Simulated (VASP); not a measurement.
A run of VASP 6.6.1:

Contents of INCAR:

```
SYSTEM = Si2SnB3
PREC     = Accurate       ! precision mode
ENCUT    = 520            ! plane-wave cutoff, eV
EDIFF    = 1E-6           ! SCF threshold, eV
ISMEAR   = 0              ! smearing method
SIGMA    = 0.1            ! smearing width, eV
LREAL    = .FALSE.        ! projectors in reciprocal space
LASPH    = .TRUE.         ! aspherical terms in the spheres
NELM     = 100            ! most SCF steps
ALGO     = Normal         ! electronic algorithm
ISIF     = 2              ! what is computed and relaxed
LWAVE    = .FALSE.        ! write WAVECAR
LCHARG   = .FALSE.        ! write CHGCAR
GGA      = PE             ! functional
NBANDS   = 24             ! bands
```

File KPOINTS:

```
Automatic mesh
0
G
  8 8 12
  0 0 0
```

The input POSCAR:

```
Si2SnB3
1.0
    2.6564204781     -4.7967435691      0.0000000000
    2.6564204781      4.7967435691      0.0000000000
    0.0000000000      0.0000000000      2.9450251799
Si Sn B
2 1 3
Direct
    0.5000000000      0.0000000000      0.5000000000
    0.0000000000      0.5000000000      0.5000000000
    0.0000000000      0.0000000000      0.0000000000
    0.5965398995      0.4034601005      0.0000000000
    0.4034601005      0.5965398995      0.0000000000
    0.5000000000      0.5000000000      0.5000000000
```

Potentials or basis: VASP PAW PBE potentials, release 64 (Si, Sn_d, B).

Launch:

```console
$ cat potpaw_PBE.64/Si/POTCAR potpaw_PBE.64/Sn_d/POTCAR potpaw_PBE.64/B/POTCAR > POTCAR
$ mpirun -np 1 vasp_std > vasp.out
```

Hardware: 1 thread of AMD EPYC 9R45 96-Core Processor (Zen 5), on a shared host.

**Question.** Estimate the wall time of this run.

**Answer.** Wall time 2.3 min on 1 thread of AMD EPYC 9R45 96-Core Processor (Zen 5), on a shared host, peak memory 0.34 GiB. Counts: scf iterations 13, k points 147.
